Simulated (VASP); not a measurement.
# CaH5 (P6/mmm) in VASP: single point with PBE

Aim: the single point of CaH5 with PBE.

Everything below comes from runs of VASP 6.6.1. Logs are shortened: lines on timing, memory, paths and dates and some standing lists are left out, and cuts for length are marked.

## (1) The cell of the first run

The structure is hexagonal, space group P6/mmm (No. 191). The conventional cell has a = 4.341 Å, b = 4.341 Å, c = 4.032 Å, α = 90.00°, β = 90.00°, γ = 120.00°. Ca (site symmetry 6/mmm) has 14 H at 2.02 to 2.54 Å within 2.7 Å. H (site symmetry 3m) has 1 H at 0.83 Å within 1.1 Å. H (site symmetry 6/mmm) has 2 Ca at 2.02 Å within 2.7 Å.

## (2) Single point, PBE

File POSCAR:

```
CaH5
1.0
    4.3405515781      0.0000000000      0.0000000000
   -2.1702757890      3.7590279330      0.0000000000
    0.0000000000      0.0000000000      4.0318253603
Ca H
1 5
Direct
    0.0000000000      0.0000000000      0.5000000000
    0.6666666667      0.3333333333      0.6033887970
    0.0000000000      0.0000000000      0.0000000000
    0.6666666667      0.3333333333      0.3966112030
    0.3333333333      0.6666666667      0.3966112030
    0.3333333333      0.6666666667      0.6033887970
```

File INCAR.step1:

```
SYSTEM = CaH5
ALGO = Normal
EDIFF = 1E-6
ENCUT = 520
GGA = PE
ISIF = 2
ISMEAR = 0
LASPH = .TRUE.
LCHARG = .TRUE.
LREAL = .FALSE.
LWAVE = .FALSE.
NBANDS = 16
NELM = 60
PREC = Accurate
SIGMA = 0.1
```

File KPOINTS.step1:

```
k-points
0
G
  12 12 10
  0 0 0
```

File INCAR.step2:

```
SYSTEM = CaH5
ALGO = Normal
EDIFF = 1E-6
ENCUT = 520
GGA = PE
ICHARG = 11
ISIF = 2
ISMEAR = -5
LASPH = .TRUE.
LCHARG = .FALSE.
LORBIT = 11
LREAL = .FALSE.
LWAVE = .FALSE.
NEDOS = 2001
NELM = 60
PREC = Accurate
SIGMA = 0.1
```

File KPOINTS.step2:

```
k-points
0
G
  18 18 15
  0 0 0
```

Potentials or basis: VASP PAW PBE potentials, release 64 (Ca_sv, H).

Launch:

```sh
$ cat potpaw_PBE.64/Ca_sv/POTCAR potpaw_PBE.64/H/POTCAR > POTCAR
$ cp INCAR.step1 INCAR
$ cp KPOINTS.step1 KPOINTS
$ mpirun -np 1 vasp_std > vasp.out
$ cp INCAR.step2 INCAR
$ cp KPOINTS.step2 KPOINTS
$ mpirun -np 1 vasp_std > vasp.out
```

OUTCAR:

```text
SYSTEM = CaH5
   EDIFF = 1E-6
   ENCUT = 520
   GGA = PE
   ICHARG = 11
   ISIF = 2
   ISMEAR = -5
   LASPH = .TRUE.
   LORBIT = 11
   LREAL = .FALSE.
   NELM = 60
   PREC = Accurate

 ion  position               nearest neighbor table
   1  0.000  0.000  0.500-   3 2.02   3 2.02
   2  0.667  0.333  0.603-   4 0.83
   3  0.000  0.000  0.000-   1 2.02   1 2.02
   4  0.667  0.333  0.397-   2 0.83
   5  0.333  0.667  0.397-   6 0.83
   6  0.333  0.667  0.603-   5 0.83

  LATTYP: Found a hexagonal cell.
 ALAT       =     4.3405515781
 C/A-ratio  =     0.9288739663

  Lattice vectors:

 A1 = (   4.3405515781,   0.0000000000,   0.0000000000)
 A2 = (  -2.1702757890,   3.7590279330,   0.0000000000)
 A3 = (   0.0000000000,   0.0000000000,   4.0318253603)

Analysis of symmetry for initial positions (statically):
=====================================================================
 Subroutine PRICEL returns:
 Original cell was already a primitive cell.

 Routine SETGRP: Setting up the symmetry group for a
 hexagonal supercell.

 Subroutine GETGRP returns: Found 24 space group operations
 (whereof 24 operations were pure point group operations)
 out of a pool of 24 trial point group operations.

The static configuration has the point symmetry D_6h.

Analysis of symmetry for dynamics (positions and initial velocities):
=====================================================================
 Subroutine PRICEL returns:
 Original cell was already a primitive cell.

 Routine SETGRP: Setting up the symmetry group for a
 hexagonal supercell.

 Subroutine GETGRP returns: Found 24 space group operations
 (whereof 24 operations were pure point group operations)
 out of a pool of 24 trial point group operations.

The dynamic configuration has the point symmetry D_6h.

 Subroutine INISYM returns: Found 24 space group operations
 (whereof 24 operations are pure point group operations),
 and found     1 'primitive' translations

----------------------------------------------------------------------------------------

                                     Primitive cell

  volume of cell :      65.7843

  direct lattice vectors                    reciprocal lattice vectors
     4.340551578  0.000000000  0.000000000     0.230385466  0.133013111  0.000000000
    -2.170275789  3.759027933  0.000000000     0.000000000  0.266026222  0.000000000
     0.000000000  0.000000000  4.031825360     0.000000000  0.000000000  0.248026616

  length of vectors
     4.340551578  4.340551578  4.031825360     0.266026222  0.266026222  0.248026616

  position of ions in fractional coordinates (direct lattice)
     0.000000000  0.000000000  0.500000000
     0.666666667  0.333333333  0.603388797
     0.000000000  0.000000000  0.000000000
     0.666666667  0.333333333  0.396611203
     0.333333333  0.666666667  0.396611203
     0.333333333  0.666666667  0.603388797

  ion indices of the primitive-cell ions
   primitive index   ion index
                 1           1
                 2           2
                 3           3
                 4           4
                 5           5
                 6           6

----------------------------------------------------------------------------------------

 KPOINTS: k-points

Automatic generation of k-mesh.
 Grid dimensions read from file:
 generate k-points for:   18   18   15

 Generating k-lattice:

  Cartesian coordinates                     Fractional coordinates (reciprocal lattice)
     0.012799193  0.007389617  0.000000000     0.055555556 -0.000000000  0.000000000
     0.000000000  0.014779235  0.000000000     0.000000000  0.055555556  0.000000000
     0.000000000  0.000000000  0.016535108     0.000000000  0.000000000  0.066666667

  Length of vectors
     0.014779235  0.014779235  0.016535108

  Shift w.r.t. Gamma in fractional coordinates (k-lattice)
     0.000000000  0.000000000  0.000000000

 TETIRR: Found   4782 inequivalent tetrahedra from    29160

 Subroutine IBZKPT returns following result:
 ===========================================

 Found    296 irreducible k-points:

 Following reciprocal coordinates:
            Coordinates               Weight
  0.000000  0.000000  0.000000      1.000000
  0.055556  0.000000  0.000000      6.000000
  0.111111  0.000000  0.000000      6.000000
  0.166667  0.000000  0.000000      6.000000
  0.222222  0.000000  0.000000      6.000000
  0.277778  0.000000  0.000000      6.000000
[... 16 lines left out ...]
  0.333333  0.111111  0.000000     12.000000
  0.388889  0.111111  0.000000     12.000000
 [... further k-points ...]
   k-points           NKPTS =    296   k-points in BZ     NKDIM =    296   number of bands    NBANDS=     11
   number of dos      NEDOS =   2001   number of ions     NIONS =      6
   total plane-waves  NPLWV =  30720
   dimension x,y,z NGX =    32 NGY =   32 NGZ =   30
   dimension x,y,z NGXF=    64 NGYF=   64 NGZF=   60
   ions per type =               1   5
   NGX,Y,Z   is equivalent  to a cutoff of  12.26, 12.26, 12.37 a.u.
   NGXF,Y,Z  is equivalent  to a cutoff of  24.51, 24.51, 24.74 a.u.
 SYSTEM =  CaH5
   PREC   = accura    normal or accurate (medium, high low for compatibility)
   ISTART =      0    job   : 0-new  1-cont  2-samecut
   ICHARG =     11    charge: 1-file 2-atom 10-const
   ISPIN  =      1    spin polarized calculation?
   LNONCOLLINEAR =      F non collinear calculations
   LSORBIT =      F    spin-orbit coupling
   LASPH  =      T    aspherical Exc in radial PAW
   ENCUT  =  520.0 eV  38.22 Ry    6.18 a.u.   8.07  8.07  7.50*2*pi/ulx,y,z
   NELM   =     60;   NELMIN=  2; NELMDL=  0     # of ELM steps
   EDIFF  = 0.1E-05   stopping-criterion for ELM
   LREAL  =      F    real-space projection
   EDIFFG = 0.1E-04   stopping-criterion for IOM
   NSW    =      0    number of steps for IOM
   IBRION =     -1    ionic relax: 0-MD 1-quasi-New 2-CG
   NFREE  =      0    steps in history (QN), initial steepest desc. (CG)
   ISIF   =      2    stress and relaxation
   ISYM   =      2    0-nonsym 1-usesym 2-fastsym
   POTIM  = 0.5000    time-step for ionic-motion
   TEBEG  =    0.0;   TEEND  =   0.0 temperature during run
   PSTRESS=    0.0 pullay stress
   NELECT =      15.0000    total number of electrons
   NUPDOWN=      -1.0000    fix difference up-down
   EMIN   =  10.00;   EMAX   =-10.00  energy-range for DOS
   EFERMI =   0.00;   METHOD = LEGACY
   ISMEAR =    -5;   SIGMA  =   0.10  broadening in eV -4-tet -1-fermi 0-gaus
   EFERMI_NEDOS =   21; number of points for ismear=-14 and -15
   IALGO  =     38    algorithm
   IMIX   =      4    mixing-type and parameters
     AMIX     =   0.40;   BMIX     =  1.00
     AMIX_MAG =   1.60;   BMIX_MAG =  1.00
  volume/ion in A,a.u.               =      10.96        73.99
  Fermi-wavevector in a.u.,A,eV,Ry     =   1.000149  1.890007 13.609869  1.000297
  Thomas-Fermi vector in A             =   2.132486
   LORBIT       =     11    0 simple, 1 ext, 2 COOP (PROOUT), +10 PAW based schemes
   GGA     = PE    functional components
   LHFCALC =     F    Hartree Fock is set to
   AEXX    =    0.0000 exact exchange contribution
   IVDW    =     0    specifies the selected vdW correction
   LEPSILON=     F    determine dielectric tensor
   LRPA    =     F    only Hartree local field effects (RPA)
 non-spin polarized calculation
 Fermi weights with tetrahedron method with Bloechl corrections
  energy-cutoff  :      520.00
  volume of cell :       65.78
 maximum number of plane-waves:      1794

 number of electron      14.9999999 magnetization

 Free energy of the ion-electron system (eV)
  ---------------------------------------------------
  ext. energy  EPLUGINS =         0.00000000
  ---------------------------------------------------
  free energy    TOTEN  =       -18.38094330 eV

  energy without entropy =      -18.38094330  energy(sigma->0) =      -18.38094330

 E-fermi :   1.8601     XC(G=0):  -7.8092

 val. band max:        1.8708876529   @ k =   0.3333   0.3333   0.2667
 cond. band min:       1.8322781241   @ k =   0.3333   0.2778   0.3333
 fundamental gap:     -0.0386095288
 Fermi energy:         1.8601429254

 k-point     1 :       0.0000    0.0000    0.0000
  band No.  band energies     occupation
      1     -40.2505      2.00000
      2     -21.4131      2.00000
      3     -21.4131      2.00000
      4     -20.9989      2.00000
      5      -9.3291      2.00000
      6      -6.2019      2.00000
      7      -2.3925      2.00000
      8       2.5979      0.00000
      9       2.5979      0.00000
     10       3.3216      0.00000
     11       5.1962      0.00000

 k-point     2 :       0.0556    0.0000    0.0000
  band No.  band energies     occupation
      1     -40.2504      2.00000
      2     -21.4153      2.00000
      3     -21.4135      2.00000
      4     -20.9988      2.00000
      5      -9.3043      2.00000
      6      -6.2364      2.00000
      7      -2.3886      2.00000
      8       2.6263      0.00000
      9       2.6723      0.00000
     10       3.2947      0.00000
     11       5.2074      0.00000
[... 295 lines left out ...]
 k-point    24 :       0.3889    0.1111    0.0000
  band No.  band energies     occupation
      1     -40.2472      2.00000
      2     -21.4788      2.00000
      3     -21.4298      2.00000
      4     -20.9939      2.00000
      5      -8.1388      2.00000
      6      -7.4986      2.00000
      7      -2.3367      2.00000
      8       2.9544      0.00000
      9       3.6618      0.00000
     10       4.5421      0.00000
     11       4.5941      0.00000

 [... further k-points ...]

------------------------ aborting loop because EDIFF is reached ----------------------------------------

  FORCE on cell =-STRESS in cart. coord.  units (eV):
  Direction    XX          YY          ZZ          XY          YZ          ZX
  --------------------------------------------------------------------------------------
  -------------------------------------------------------------------------------------
  Total        0.0053830      0.0053830     -0.0934283      0.0000000      0.0000000     -0.0000000
  in kB        0.1311027      0.1311027     -2.2754487      0.0000000      0.0000000     -0.0000000
  external PRESSURE =      -0.6710811 kB  Pullay stress =       0.0000000 kB

 VOLUME and BASIS-vectors are now :
 -----------------------------------------------------------------------------
  energy-cutoff  :      520.00
  volume of cell :       65.78
      direct lattice vectors                 reciprocal lattice vectors
     4.340551578  0.000000000  0.000000000     0.230385466  0.133013111  0.000000000
    -2.170275789  3.759027933  0.000000000     0.000000000  0.266026222  0.000000000
     0.000000000  0.000000000  4.031825360     0.000000000  0.000000000  0.248026616

 POSITION                                       TOTAL-FORCE (eV/Angst)
 -----------------------------------------------------------------------------------
      0.00000      0.00000      2.01591        -0.000000      0.000000      0.000000
      2.17028      1.25301      2.43276         0.000000      0.000000      0.003427
      0.00000      0.00000      0.00000        -0.000000      0.000000      0.000000
      2.17028      1.25301      1.59907         0.000000     -0.000000     -0.003427
     -0.00000      2.50602      1.59907        -0.000000      0.000000     -0.003427
     -0.00000      2.50602      2.43276        -0.000000      0.000000      0.003427
 -----------------------------------------------------------------------------------
    total drift:                               -0.000000      0.000000      0.000000

  FREE ENERGIE OF THE ION-ELECTRON SYSTEM (eV)
  ---------------------------------------------------
  free  energy   TOTEN  =       -18.3809433018 eV

  energy  without entropy=      -18.3809433018  energy(sigma->0) =      -18.38094330

 total charge

# of ion       s       p       d       tot
------------------------------------------
    1        2.031   5.845   0.307   8.183
    2        0.563   0.026   0.000   0.588
    3        0.550   0.004   0.000   0.553
    4        0.563   0.026   0.000   0.588
    5        0.563   0.026   0.000   0.588
    6        0.563   0.026   0.000   0.588
--------------------------------------------------
tot          4.832   5.951   0.307  11.090
```

It took 4.7 min on 1 thread of Intel Xeon 8259CL, shared host; peak memory 0.35 GiB.

Results:

```
Valence electrons inside the program's atomic spheres : Ca 8.18; H 0.59, 0.55 (each value once)
```
